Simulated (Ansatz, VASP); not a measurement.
**One calculation of MoS2, two programs**

```xyz
6
Lattice="3.1610 -0.0316 -0.0316 -1.6079 2.7533 -0.0116 -0.1230 -0.1230 12.2950" Properties=species:S:1:pos:R:3 pbc="T T T"
Mo   -0.0490    1.7943    3.0555
Mo    1.4792    0.8045    9.1963
S    -0.0954    1.7479    7.6969
S     1.5557    0.8810    1.5427
S    -0.1255    1.7177   10.7091
S     1.5256    0.8509    4.5550
```

Change from the starting cell: equal xy, yz and zx shear strains of -2 %.

Alike in both runs: task single point; functional PBE; k mesh 10 × 10 × 3; occupations fermi-dirac, width 0.03 eV; no spin polarisation.

|  | VASP | Ansatz |
| --- | --- | --- |
| version | VASP 6.6.1 | Ansatz 0.2.0 |
| potentials or method | VASP PAW PBE potentials, release 64 (Mo_sv, S), cutoff 520 eV | all-electron LAPW, scalar-relativistic |

```tsv
	VASP	Ansatz	Ansatz less VASP
pressure (GPa)	8.9	9.1	+0.20
traceless stress, the component that is largest in VASP (GPa)	4.36	4.41	+0.050
rms of the force components (eV/Å)	0.624	0.633	+0.0089
```

Atom by atom the forces differ by 0.009 eV/Å (rms over components). Ansatz ran all-electron here, and VASP with PAW potentials.
